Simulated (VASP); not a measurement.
Write the native input for VASP 6.6.1 that does the following.

```yaml
Task: single point
Functional: PBEsol
Potentials_or_basis: VASP PAW PBE potentials, release 64 (Cu)
Cutoff: 520 eV
k_mesh: 20 × 20 × 20
Occupations: gaussian, width 0.1 eV
Spin: no spin polarisation
Dipole_correction: no
Further_INCAR_settings: ALGO = Fast; EDIFF = 1e-07; NBANDS = 12
```

The structure of Cu lies in POSCAR:

```
Cu
1.0
    0.0000000000      1.7652593820      1.7652593820
    1.7652593820      0.0000000000      1.7652593820
    1.7652593820      1.7652593820      0.0000000000
Cu
1
Direct
    0.0000000000      0.0000000000      0.0000000000
```

These files were run (other wordings do the same):

INCAR

```
SYSTEM = Cu
  PREC = Accurate
  ENCUT = 520
  EDIFF = 1E-7
  ISMEAR = 0
  SIGMA = 0.1
  LREAL = .FALSE.
  LASPH = .TRUE.
  NELM = 100
  ALGO = Fast
  ISIF = 2
  LWAVE = .FALSE.
  LCHARG = .FALSE.
  GGA = PS
  NBANDS = 12
```

KPOINTS

```
regular mesh
0
G
  20 20 20
  0 0 0
```

Potentials or basis: VASP PAW PBE potentials, release 64 (Cu).

The run is started by

```sh
$ cat potpaw_PBE.64/Cu/POTCAR > POTCAR
$ mpirun -np 1 vasp_std > vasp.out
```

It gave:

```
Pressure : 5.8 GPa
```

Caveat: the PAW data sets were made with another functional, which shifts forces and pressure a little.

Run time: 28 s on 1 thread of Intel(R) Xeon(R) Platinum 8488C (Sapphire Rapids), on a shared host, peak memory 0.15 GiB.
